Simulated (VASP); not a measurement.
# Na3TeF (Pm-3m) in VASP: vibrations by perturbation theory with PBE

Aim: the vibrations by perturbation theory of Na3TeF with PBE.

Program: VASP 6.6.1. These are calculated values, not measurements. Logs are shortened: lines on timing, memory, paths and dates and some standing lists are left out, and cuts for length are marked.

## (1) The cell of the first run

Symmetry: Pm-3m, No. 221, cubic system. Conventional cell: a = 4.732 Å, b = 4.732 Å, c = 4.732 Å, α = 90.00°, β = 90.00°, γ = 90.00°. Na (site symmetry 4/mmm) has 2 F at 2.37 Å within 3.1 Å. Within 4.4 Å of Te (site symmetry m-3m) lie 12 Na at 3.35 Å and 8 F at 4.10 Å. Within 3.1 Å of F (site symmetry m-3m) lie 6 Na at 2.37 Å.

## (2) Vibrations by perturbation theory, PBE

INCAR

```
SYSTEM = Na3TeF
PREC = Accurate
ENCUT = 520
EDIFF = 1E-8
ISMEAR = 0
SIGMA = 0.01
LREAL = .FALSE.
LASPH = .TRUE.
NELM = 100
ALGO = Normal
ISIF = 2
LWAVE = .FALSE.
LCHARG = .FALSE.
GGA = PE
NBANDS = 25
IBRION = 8
NSW = 1
LEPSILON = .TRUE.
```

KPOINTS

```
regular mesh
0
G
  6 6 6
  0 0 0
```

POSCAR

```
Na3TeF
1.0
    4.7320383243      0.0000000000      0.0000000000
    0.0000000000      4.7320383243      0.0000000000
    0.0000000000      0.0000000000      4.7320383243
Na Te F
3 1 1
Direct
    0.5000000000      0.0000000000      0.0000000000
    0.0000000000      0.5000000000      0.0000000000
    0.0000000000      0.0000000000      0.5000000000
    0.5000000000      0.5000000000      0.5000000000
    0.0000000000      0.0000000000      0.0000000000
```

Potentials or basis: VASP PAW PBE potentials, release 64 (Na_pv, Te, F).

Run with:

```
$ cat potpaw_PBE.64/Na_pv/POTCAR potpaw_PBE.64/Te/POTCAR potpaw_PBE.64/F/POTCAR > POTCAR
$ mpirun -np 1 vasp_std > vasp.out
```

OUTCAR:

```text
SYSTEM = Na3TeF
   PREC = Accurate
   ENCUT = 520
   EDIFF = 1E-8
   ISMEAR = 0
   LREAL = .FALSE.
   LASPH = .TRUE.
   NELM = 100
   ISIF = 2
   GGA = PE
   IBRION = 8
   NSW = 1
   LEPSILON = .TRUE.

 ion  position               nearest neighbor table
   1  0.500  0.000  0.000-
   2  0.000  0.500  0.000-
   3  0.000  0.000  0.500-
   4  0.500  0.500  0.500-
   5  0.000  0.000  0.000-

  LATTYP: Found a simple cubic cell.
 ALAT       =     4.7320383243

  Lattice vectors:

 A1 = (   4.7320383243,   0.0000000000,   0.0000000000)
 A2 = (   0.0000000000,   4.7320383243,   0.0000000000)
 A3 = (   0.0000000000,   0.0000000000,   4.7320383243)

Analysis of symmetry for initial positions (statically):
=====================================================================
 Subroutine PRICEL returns:
 Original cell was already a primitive cell.

 Routine SETGRP: Setting up the symmetry group for a
 simple cubic supercell.

 Subroutine GETGRP returns: Found 48 space group operations
 (whereof 48 operations were pure point group operations)
 out of a pool of 48 trial point group operations.

The static configuration has the point symmetry O_h .

Analysis of symmetry for dynamics (positions and initial velocities):
=====================================================================
[... 854 lines left out ...]
          X           Y           Z          XY          YZ          ZX
  --------------------------------------------------------------------------------
  x     0.00000     0.00000     0.00000     0.00000     0.00000     0.00000
  y     0.00000     0.00000     0.00000     0.00000     0.00000     0.00000
  z     0.00000     0.00000     0.00000     0.00000     0.00000     0.00000

 SECOND DERIVATIVES (NOT SYMMETRIZED)
 ------------------------------------
               1X          1Y          1Z          2X          2Y          2Z          3X          3Y          3Z          4X          4Y          4Z          5X          5Y          5Z
  1X    -2.943143    0.000000    0.000000    0.719897    0.000000    0.000000    0.719897    0.000000   -0.000000    0.339893    0.000000    0.000000    1.163456    0.000000    0.000000
  1Y     0.000000   -1.334642    0.000000    0.000000    0.713634    0.000000    0.000000   -0.195700    0.000000    0.000000    0.445952    0.000000    0.000000    0.370756    0.000000
  1Z     0.000000    0.000000   -1.334642    0.000000    0.000000   -0.195700    0.000000    0.000000    0.713634    0.000000    0.000000    0.445952    0.000000    0.000000    0.370756
  2X     0.713634    0.000000    0.000000   -1.334642    0.000000    0.000000   -0.195700    0.000000    0.000000    0.445952    0.000000    0.000000    0.370756    0.000000    0.000000
  2Y     0.000000    0.719897    0.000000    0.000000   -2.943143    0.000000    0.000000    0.719897    0.000000    0.000000    0.339893    0.000000    0.000000    1.163456    0.000000
  2Z     0.000000    0.000000   -0.195700    0.000000    0.000000   -1.334642    0.000000    0.000000    0.713634    0.000000    0.000000    0.445952    0.000000    0.000000    0.370756
  3X     0.713634    0.000000    0.000000   -0.195700    0.000000    0.000000   -1.334642    0.000000    0.000000    0.445952    0.000000    0.000000    0.370756    0.000000    0.000000
  3Y     0.000000   -0.195700    0.000000    0.000000    0.713634    0.000000    0.000000   -1.334642    0.000000    0.000000    0.445952    0.000000    0.000000    0.370756    0.000000
  3Z     0.000000    0.000000    0.719897   -0.000000   -0.000000    0.719897   -0.000000    0.000000   -2.943143    0.000000   -0.000000    0.339893   -0.000000   -0.000000    1.163456
  4X     0.334562   -0.000000   -0.000000    0.446326    0.000000   -0.000000    0.446326   -0.000000   -0.000000   -2.083529    0.000000    0.000000    0.856316   -0.000000    0.000000
  4Y     0.000000    0.446326   -0.000000   -0.000000    0.334562   -0.000000    0.000000    0.446326   -0.000000    0.000000   -2.083529   -0.000000   -0.000000    0.856316    0.000000
  4Z     0.000000   -0.000000    0.446326   -0.000000    0.000000    0.446326    0.000000    0.000000    0.334562    0.000000    0.000000   -2.083529   -0.000000   -0.000000    0.856316
  5X     1.141968    0.000000   -0.000000    0.354439   -0.000000   -0.000000    0.354439    0.000000    0.000000    0.841325    0.000000   -0.000000   -2.692172   -0.000000   -0.000000
  5Y    -0.000000    0.354439   -0.000000   -0.000000    1.141968    0.000000    0.000000    0.354439   -0.000000    0.000000    0.841325    0.000000   -0.000000   -2.692172   -0.000000
  5Z    -0.000000   -0.000000    0.354439   -0.000000   -0.000000    0.354439    0.000000    0.000000    1.141968   -0.000000   -0.000000    0.841325    0.000000    0.000000   -2.692172

 Eigenvectors and eigenvalues of the dynamical matrix
 ----------------------------------------------------

   1 f  =    6.851297 THz    43.047971 2PiTHz  228.534681 cm-1    28.334676 meV
             X         Y         Z           dx          dy          dz
      2.366019  0.000000  0.000000    -0.646669   -0.024865    0.000000
      0.000000  2.366019  0.000000     0.070343    0.228586    0.000000
      0.000000  0.000000  2.366019     0.070343   -0.024865   -0.000000
      2.366019  2.366019  2.366019    -0.050099    0.017709    0.000000
      0.000000  0.000000  0.000000     0.677010   -0.239310    0.000000
[... 105 lines left out ...]
  15 f/i=    0.022895 THz     0.143853 2PiTHz    0.763694 cm-1     0.094686 meV
             X         Y         Z           dx          dy          dz
      2.366019  0.000000  0.000000     0.000136   -0.000220   -0.325764
      0.000000  2.366019  0.000000     0.000136   -0.000220   -0.325764
      0.000000  0.000000  2.366019     0.000136   -0.000220   -0.325336
      2.366019  2.366019  2.366019     0.000320   -0.000521   -0.769360
      0.000000  0.000000  0.000000     0.000125   -0.000203   -0.299994

--------------------------------------------------------------------------------------------------------

 MACROSCOPIC STATIC DIELECTRIC TENSOR IONIC CONTRIBUTION
 ------------------------------------------------------
           7.512135     0.000000     0.000000
           0.000000     7.512135     0.000000
           0.000000     0.000000     7.512135
 ------------------------------------------------------

 ELASTIC MODULI CONTR FROM IONIC RELAXATION (kBar)
 Direction    XX          YY          ZZ          XY          YZ          ZX
 --------------------------------------------------------------------------------
 XX           0.0000      0.0000      0.0000      0.0000      0.0000      0.0000
 YY           0.0000      0.0000      0.0000      0.0000      0.0000      0.0000
 ZZ           0.0000      0.0000      0.0000      0.0000      0.0000      0.0000
 XY           0.0000      0.0000      0.0000      0.0000      0.0000      0.0000
 YZ           0.0000      0.0000      0.0000      0.0000      0.0000      0.0000
 ZX           0.0000      0.0000      0.0000      0.0000      0.0000      0.0000
 --------------------------------------------------------------------------------

 PIEZOELECTRIC TENSOR IONIC CONTR  for field in x, y, z        (C/m^2)
          XX          YY          ZZ          XY          YZ          ZX
  --------------------------------------------------------------------------------
  x     0.00000     0.00000     0.00000     0.00000     0.00000     0.00000
  y     0.00000     0.00000     0.00000     0.00000     0.00000     0.00000
  z     0.00000     0.00000     0.00000     0.00000     0.00000     0.00000
```

OSZICAR:

```text
N       E                     dE             d eps       ncg     rms          rms(c)
DAV:   1     0.311593014671E+03    0.31159E+03   -0.16726E+04  1000   0.144E+03
DAV:   2     0.103743501068E+02   -0.30122E+03   -0.28352E+03  1049   0.392E+02
DAV:   3    -0.176887518703E+02   -0.28063E+02   -0.27771E+02  1303   0.124E+02
DAV:   4    -0.184161068539E+02   -0.72735E+00   -0.72634E+00  1067   0.199E+01
[... 212 lines left out ...]
RMM:  10    -0.540256250996E+00    0.10072E-06   -0.64026E-08  3943   0.224E-04    0.507E-06
RMM:  11    -0.540256087863E+00    0.16313E-06   -0.65329E-08  3855   0.185E-04    0.250E-06
RMM:  12    -0.540256123908E+00   -0.36045E-07   -0.61474E-08  3749   0.177E-04    0.115E-06
RMM:  13    -0.540256125949E+00   -0.20415E-08   -0.65151E-08  3244   0.175E-04    0.200E-07
 Linear response finished
```

It took 11 min on 1 thread of Intel Xeon Platinum 8488C (Sapphire Rapids), shared host; peak memory 0.58 GiB.

What came out:

* Electronic dielectric tensor (diagonal): 4.20
* Born charges (mean of the diagonal): Na +1.16; Te -2.00; F -1.47 e
* Highest phonon frequency at Γ, LO-TO splitting left out: 229 cm⁻¹

Phonon frequencies in cm⁻¹ (negative: imaginary):
| q point | frequencies |
| --- | --- |
| (0.000, 0.000, 0.000) | -1 -1 -1 102 102 102 116 116 116 182 182 182 229 229 229 |

Electronic dielectric tensor:
```
4.20 0.00 0.00
0.00 4.20 0.00
0.00 0.00 4.20
```

Born effective charge tensors (e):
atom 1, Na
```
0.78 0.00 0.00
0.00 1.34 0.00
0.00 0.00 1.34
```
atom 2, Na
```
1.34 0.00 0.00
0.00 0.78 0.00
0.00 0.00 1.34
```
atom 3, Na
```
1.34 0.00 0.00
0.00 1.34 0.00
0.00 0.00 0.78
```
atom 4, Te
```
-2.00  0.00  0.00
 0.00 -2.00  0.00
 0.00  0.00 -2.00
```
atom 5, F
```
-1.47  0.00  0.00
 0.00 -1.47  0.00
 0.00  0.00 -1.47
```

Caveat: spin-orbit coupling is left out, which moves the levels of the heavy elements.
